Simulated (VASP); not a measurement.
A run of VASP 6.6.1:

Contents of INCAR:

```
ALGO = Normal
EDIFF = 1E-7
EDIFFG = -0.005
ENCUT = 600
GGA = PE
IBRION = 2
ISIF = 3
ISMEAR = -1
LASPH = T
LCHARG = F
LREAL = F
LWAVE = F
NELM = 60
NSW = 60
PREC = Accurate
PSTRESS = 4200.0
SIGMA = 0.1
```

The input KPOINTS:

```
k-points
0
Gamma
  14 14 14
```

POSCAR

```
Cd
1.0
    0.0000000000      2.1490456265      2.1490456265
    2.1490456265      0.0000000000      2.1490456265
    2.1490456265      2.1490456265      0.0000000000
Cd
2
Direct
   -0.1250000000     -0.1250000000     -0.1250000000
    0.1250000000      0.1250000000      0.1250000000
```

Potentials or basis: VASP PAW PBE potentials, release 64 (Cd).

The run is started by

```console
$ cat potpaw_PBE.64/Cd/POTCAR > POTCAR
$ mpirun -np 1 vasp_std > vasp.out
```

Hardware: 1 thread of AMD EPYC 9R45 96-Core Processor (Zen 5), with other jobs on the host.

Task: How long does it take, and how much memory?

Result: Wall time 2.6 min on 1 thread of AMD EPYC 9R45 96-Core Processor (Zen 5) (shared host), peak memory 0.14 GiB. Counts: scf iterations 108, k points 104, ion steps 13.
